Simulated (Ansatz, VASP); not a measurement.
# AlN: VASP beside Ansatz

File POSCAR:

```
AlN
1.0
    0.0000000000      2.1849006282      2.1849006282
    2.1849006282      0.0000000000      2.1849006282
    2.1849006282      2.1849006282      0.0000000000
Al N
1 1
Direct
    0.0000000000      0.0000000000      0.0000000000
    0.7356972900      0.7643027100      0.7643027100
```

The input INCAR.step1:

```
SYSTEM = AlN
ALGO = Normal
EDIFF = 1E-4
ENCUT = 520
GGA = PE
ISMEAR = 0
LASPH = .TRUE.
LCHARG = .FALSE.
LREAL = .FALSE.
LWAVE = .TRUE.
NBANDS = 11
NELM = 100
PREC = Accurate
SIGMA = 0.05
```

The input INCAR.step2:

```
SYSTEM = AlN
ALGO = Normal
EDIFF = 1E-6
ENCUT = 520
ISIF = 2
ISMEAR = 0
ISTART = 1
LASPH = .TRUE.
LCHARG = .FALSE.
LMIXTAU = .TRUE.
LREAL = .FALSE.
LWAVE = .FALSE.
METAGGA = R2SCAN
NBANDS = 11
NELM = 100
PREC = Accurate
SIGMA = 0.05
```

The input KPOINTS:

```
k-points
0
G
  10 10 10
  0 0 0
```

Input for Ansatz:

```yaml
crystal:
  lattice:
    - [0.0, 2.1849006282, 2.1849006282]
    - [2.1849006282, 0.0, 2.1849006282]
    - [2.1849006282, 2.1849006282, 0.0]
  atoms:
    - { symbol: Al, position: [0.0, 0.0, 0.0] }
    - { symbol: "N", position: [0.73569729, 0.76430271, 0.76430271] }
basis:
  ecutwfc: 500
kpoints:
  mp_grid: { grid: [10, 10, 10] }
hamiltonian:
  xc: r2scan
scf:
  occupations: { method: gaussian, width: 0.05 }
output:
  forces: true
  stress: true
  eigenvalues: true
```

Change from the starting cell: all N atoms moved +0.062 Å, as atom 2 along Cartesian [1 0 0].

Alike in both runs: task single point; functional r2SCAN; k mesh 10 × 10 × 10; occupations gaussian, width 0.05 eV; no spin polarisation.

```csv
,VASP,Ansatz
version,VASP 6.6.1,Ansatz 0.2.0
potentials or method,"VASP PAW PBE potentials, release 64 (Al, N), cutoff 520 eV","scalar-relativistic, plane waves, PAW"
valence electrons in the cell,8,8
```

```csv
,VASP,Ansatz,Ansatz less VASP
gap on the k mesh at the Fermi level (eV),3.76,3.77,+0.007
least direct gap on the mesh (eV),4.71,4.67,-0.039
pressure (GPa),0.1,0.5,+0.38
"traceless stress, the component that is largest in VASP (GPa)",4.24,4.15,-0.095
rms of the force components (eV/Å),0.544,0.537,-0.0073
```

VASP's potentials were made for PBE, not for r2SCAN. Atom by atom the forces differ by 0.007 eV/Å (rms over components).
